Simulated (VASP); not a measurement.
Here is a VASP 6.6.1 calculation.

Contents of POSCAR:

```
MgSe
1.0
    0.0000000000      2.7250000000      2.7250000000
    2.7250000000      0.0000000000      2.7250000000
    2.7250000000      2.7250000000      0.0000000000
Mg Se
1 1
Direct
    0.0000000000      0.0000000000      0.0000000000
    0.5000000000      0.5000000000      0.5000000000
```

File INCAR.step1:

```
SYSTEM = MgSe
  PREC = Accurate
  ENCUT = 660
  ISMEAR = 0
  SIGMA = 0.1
  LREAL = .FALSE.
  LASPH = .TRUE.
  NELM = 120
  NBANDS = 11
  GGA = PE
  ALGO = Normal
  EDIFF = 1E-5
  LWAVE = .TRUE.
  LCHARG = .FALSE.
  GGA_COMPAT = .FALSE.
```

File INCAR.step2:

```
SYSTEM = MgSe
  PREC = Accurate
  ENCUT = 660
  EDIFF = 1E-6
  ISMEAR = 0
  SIGMA = 0.1
  LREAL = .FALSE.
  LASPH = .TRUE.
  NELM = 120
  ALGO = Normal
  ISIF = 2
  LWAVE = .FALSE.
  LCHARG = .FALSE.
  METAGGA = R2SCAN
  LMIXTAU = .TRUE.
  LUSE_VDW = .TRUE.
  IVDW_NL = 2
  BPARAM = 11.95
  CPARAM = 0.0093
  NBANDS = 11
  ISTART = 1
  GGA_COMPAT = .FALSE.
```

KPOINTS

```
regular mesh
0
G
  6 6 6
  0 0 0
```

Potentials or basis: VASP PAW PBE potentials, release 64 (Mg, Se).

Command:

```sh
$ cat potpaw_PBE.64/Mg/POTCAR potpaw_PBE.64/Se/POTCAR > POTCAR
$ cp INCAR.step1 INCAR
$ mpirun -np 1 vasp_std > vasp.out
$ cp INCAR.step2 INCAR
$ mpirun -np 1 vasp_std > vasp.out
```

Q: Predict the pressure.

A: 0.0 GPa.

Q: Estimate the band gap on the k mesh.

A: 2.43 eV, indirect (least direct gap 3.46 eV).

Caveat: the PAW data sets were made with another functional, which shifts forces and pressure a little. A k mesh can miss the band edges.
